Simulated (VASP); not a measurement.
# Sb (P-1) in VASP: further runs, part 2 of 2

VASP 6.6.1. The steps go on from the part before.

### Step 3. Relaxation of cell and atoms, PBEsol (atom 1 moved 0.75 Å)

The input, INCAR:

```
SYSTEM = Sb
PREC = Accurate ; ENCUT = 600
EDIFF = 1E-7 ; ISMEAR = 0
SIGMA = 0.15 ; LREAL = .False.
LASPH = .True. ; NELM = 100
ALGO = Normal ; ISIF = 3
LWAVE = .False. ; LCHARG = .False.
GGA = PS ; IBRION = 2
NSW = 100 ; EDIFFG = -0.01
```

The input, KPOINTS:

```
regular mesh
0
Gamma
  12 12 6
  0 0 0
```

The input, POSCAR:

```
Sb
1.0
    3.3225106517      0.0000000000      0.0000000000
   -1.6612553259      2.8773786287      0.0000000000
    0.0000000000      0.0000000000      5.4677413049
Sb
2
Direct
    0.2080909802      0.5883074952      0.2336167208
    0.7919090198      0.4116925048      0.7663832792
```

Potentials or basis: VASP PAW PBE potentials, release 64 (Sb).

Run with:

```console
cat potpaw_PBE.64/Sb/POTCAR > POTCAR
mpirun -np 1 vasp_std > vasp.out
```

OUTCAR:

```text
SYSTEM = Sb
   PREC = Accurate
   ENCUT = 600
   EDIFF = 1E-7
   ISMEAR = 0
   LREAL = .False.
   LASPH = .True.
   NELM = 100
   ISIF = 3
   GGA = PS
   IBRION = 2
   NSW = 100
   EDIFFG = -0.01

 ion  position               nearest neighbor table
   1  0.208  0.588  0.234-   2 2.82   2 3.15   2 3.43   2 3.53   2 3.71
   2  0.792  0.412  0.766-   1 2.82   1 3.15   1 3.43   1 3.53   1 3.71

  LATTYP: Found a hexagonal cell.
 ALAT       =     3.3225106517
 C/A-ratio  =     1.6456655458

  Lattice vectors:

 A1 = (   3.3225106517,   0.0000000000,   0.0000000000)
 A2 = (  -1.6612553259,   2.8773786287,   0.0000000000)
 A3 = (   0.0000000000,   0.0000000000,   5.4677413049)

Analysis of symmetry for initial positions (statically):
=====================================================================
 Subroutine PRICEL returns:
 Original cell was already a primitive cell.

 Routine SETGRP: Setting up the symmetry group for a
 hexagonal supercell.

 Subroutine GETGRP returns: Found  2 space group operations
 (whereof  2 operations were pure point group operations)
 out of a pool of 24 trial point group operations.

The static configuration has the point symmetry S_2 .

Analysis of symmetry for dynamics (positions and initial velocities):
=====================================================================
 Subroutine PRICEL returns:
 Original cell was already a primitive cell.

 Routine SETGRP: Setting up the symmetry group for a
 hexagonal supercell.

 Subroutine GETGRP returns: Found  2 space group operations
 (whereof  2 operations were pure point group operations)
 out of a pool of 24 trial point group operations.

The dynamic configuration has the point symmetry S_2 .

 Subroutine INISYM returns: Found  2 space group operations
 (whereof  2 operations are pure point group operations),
 and found     1 'primitive' translations

----------------------------------------------------------------------------------------

                                     Primitive cell

  volume of cell :      52.2723

  direct lattice vectors                    reciprocal lattice vectors
     3.322510652  0.000000000  0.000000000     0.300977214  0.173769276  0.000000000
[... 136 lines left out ...]

------------------------ aborting loop because EDIFF is reached ----------------------------------------

  FORCE on cell =-STRESS in cart. coord.  units (eV):
  Direction    XX          YY          ZZ          XY          YZ          ZX
  --------------------------------------------------------------------------------------
  -------------------------------------------------------------------------------------
  Total        0.6948433     -0.0327338      2.6990635      0.2826624      0.1998785      0.4438380
  in kB       21.2973763     -1.0033119     82.7279619      8.6637764      6.1264001     13.6039083
  external PRESSURE =      34.3406754 kB  Pullay stress =       0.0000000 kB
[... 89 lines left out ...]
  FREE ENERGIE OF THE ION-ELECTRON SYSTEM (eV)
  ---------------------------------------------------
  free  energy   TOTEN  =        -8.7399490337 eV

  energy  without entropy=       -8.7270024357  energy(sigma->0) =       -8.73347573

 E-fermi :   7.7949     XC(G=0): -10.0016

 val. band max:        7.7906882257   @ k =   0.0833  -0.1667   0.1667
 cond. band min:       7.7953099300   @ k =   0.0000   0.1667   0.0000
 fundamental gap:      0.0046217044
 Fermi energy:         7.7948606153

 k-point     1 :       0.0000    0.0000    0.0000
  band No.  band energies     occupation
      1      -5.1310      2.00000
      2      -2.2626      2.00000
      3       1.6983      2.00000
      4      10.7125      0.00000
      5      11.1423      0.00000
      6      11.6450      0.00000
      7      13.0335      0.00000
      8      13.1349      0.00000
      9      14.5491      0.00000
[... 265 lines left out ...]
 k-point    24 :      -0.0833    0.2500    0.0000
  band No.  band energies     occupation
      1      -3.8068      2.00000
      2      -0.9201      2.00000
      3       2.9315      2.00000
      4       5.9990      2.00000
      5       8.3531      0.00000
      6       8.5252      0.00000
      7      11.0398      0.00000
      8      12.5542      0.00000
      9      13.6062      0.00000

 [... further k-points ...]

[... ionic steps 4 to 60 ...]

--------------------------------------- Ionic step       61  -------------------------------------------

 number of electron       9.9999999 magnetization

------------------------ aborting loop because EDIFF is reached ----------------------------------------
[... 67 lines left out ...]
--------------------------------------- Ionic step       63  -------------------------------------------

 number of electron       9.9999999 magnetization

 Free energy of the ion-electron system (eV)
  ---------------------------------------------------
  ext. energy  EPLUGINS =         0.00000000
  ---------------------------------------------------
  free energy    TOTEN  =        -9.04651568 eV

  energy without entropy =       -9.02999025  energy(sigma->0) =       -9.03825297

 E-fermi :   7.5483     XC(G=0):  -9.9099

 val. band max:        7.5351153938   @ k =   0.1667   0.0000   0.1667
 cond. band min:       7.6175819095   @ k =  -0.2500   0.1667   0.1667
 fundamental gap:      0.0824665157
 Fermi energy:         7.5483103953

 k-point     1 :       0.0000    0.0000    0.0000
  band No.  band energies     occupation
      1      -5.2353      2.00000
      2      -2.6727      2.00000
      3       1.5994      2.00000
      4      10.7950      0.00000
      5      10.8110      0.00000
      6      10.8177      0.00000
      7      12.9301      0.00000
      8      12.9533      0.00000
      9      14.4393      0.00000
[... 305 lines left out ...]
  FREE ENERGIE OF THE ION-ELECTRON SYSTEM (eV)
  ---------------------------------------------------
  free  energy   TOTEN  =        -9.0465156824 eV

  energy  without entropy=       -9.0299902488  energy(sigma->0) =       -9.03825297

 reached required accuracy - stopping structural energy minimisation
```

CONTCAR:

```text
Sb
   1.00000000000000
     4.3321535043840376   -0.0231759812112239    0.0486398261558753
    -2.1559697853909450    2.1781545808894380   -0.0403390760690747
    -0.0631911789857389    0.0416759619221441    6.1262961755223051
  Sb
     2
Direct
     0.0002561893490380    0.4994263572626267    0.2498751205670900
     0.9997438106509616    0.5005736427373730    0.7501248794329101

  0.00000000E+00  0.00000000E+00  0.00000000E+00
  0.00000000E+00  0.00000000E+00  0.00000000E+00
```

Wall time 1.5 h (1 thread of AMD EPYC 7R43 (Zen 3), shared host); peak memory 0.43 GiB.

Results:

| Quantity | Value |
| --- | --- |
| Free energy | -9.0465 eV |
| Relaxed volume | 28.76 Å³/atom |
| Relaxed cell | a = 4.332 Å, b = 3.065 Å, c = 6.127 Å, α = 90.06°, β = 89.95°, γ = 135.02° |
| Space group after relaxing (to 0.05 Å) | Pm-3m (No. 221) |
| Energy gained by relaxing | 198.3 meV/atom |
| Ionic steps | 63 |
| Pressure after relaxing | 0.0 GPa |
| Largest force after relaxing | 0.004 eV/Å |
| Band gap on the k mesh | zero (band 5 reaches 11.67 eV, above the bottom of band 6 at 4.58 eV) |

Forces on the atoms (eV/Å):
```
Sb  -0.001  0.001  0.003
Sb   0.001 -0.001 -0.003
```

Step by step:
| step | energy change (eV) | largest force (eV/Å) | pressure (GPa) | volume (Å³) |
| --- | --- | --- | --- | --- |
| 1 | 0.0000 | 0.8650 | 3.43 | 52.27 |
| 3 | -0.0899 | 0.2653 | -1.52 | 55.31 |
| 5 | -0.1100 | 0.2182 | 0.38 | 53.48 |
| 7 | -0.1256 | 0.1240 | -0.05 | 53.85 |
| 9 | -0.1288 | 0.1225 | 0.12 | 53.82 |
| 11 | -0.1347 | 0.0802 | 0.92 | 53.55 |
| 13 | -0.1373 | 0.0693 | 0.78 | 53.73 |
| 15 | -0.1451 | 0.0424 | 0.18 | 54.53 |
| 17 | -0.1591 | 0.0672 | -0.45 | 55.57 |
| 19 | -0.1822 | 0.1099 | 1.00 | 55.30 |
| 21 | -0.1954 | 0.0949 | 1.01 | 55.61 |
| 23 | -0.1980 | 0.0900 | 1.09 | 55.79 |
| 25 | -0.2474 | 0.0879 | 0.33 | 56.97 |
| 27 | -0.2578 | 0.0941 | -0.11 | 57.68 |
| 29 | -0.3300 | 0.1432 | -0.31 | 57.64 |
| 31 | -0.3381 | 0.2074 | -0.08 | 57.52 |
| 33 | -0.3457 | 0.1786 | -0.03 | 57.45 |
| 35 | -0.3740 | 0.0752 | 1.28 | 56.34 |
| 37 | -0.3837 | 0.0703 | -0.52 | 57.96 |
| 39 | -0.3864 | 0.0606 | -0.09 | 57.54 |
| 41 | -0.3890 | 0.0610 | 0.28 | 57.21 |
| 43 | -0.3904 | 0.0554 | -0.35 | 57.81 |
| 45 | -0.3921 | 0.0487 | -0.13 | 57.61 |
| 47 | -0.3926 | 0.0460 | 0.03 | 57.45 |
| 49 | -0.3932 | 0.0409 | 0.17 | 57.33 |
| 51 | -0.3934 | 0.0375 | -0.44 | 57.92 |
| 53 | -0.3940 | 0.0363 | -0.13 | 57.61 |
| 55 | -0.3945 | 0.0360 | 0.05 | 57.45 |
| 57 | -0.3958 | 0.0207 | -0.03 | 57.53 |
| 59 | -0.3960 | 0.0131 | -0.08 | 57.57 |
| 61 | -0.3963 | 0.0062 | 0.17 | 57.34 |
| 63 | -0.3965 | 0.0037 | -0.01 | 57.51 |

Final structure:
```yaml
crystal:
  lattice:
    - [4.33215, -0.02318, 0.04864]
    - [-2.15597, 2.17815, -0.04034]
    - [-0.06319, 0.04168, 6.12630]
  atoms:
    - { symbol: Sb, position: [0.00026, 0.49943, 0.24988] }
    - { symbol: Sb, position: [0.99974, 0.50057, 0.75012] }
```

Caveat: the cell differs from its parent crystal (atom 1 moved 0.75 Å); the PAW data sets were made with another functional, which shifts forces and pressure a little; spin-orbit coupling is left out, which moves the levels of the heavy elements.
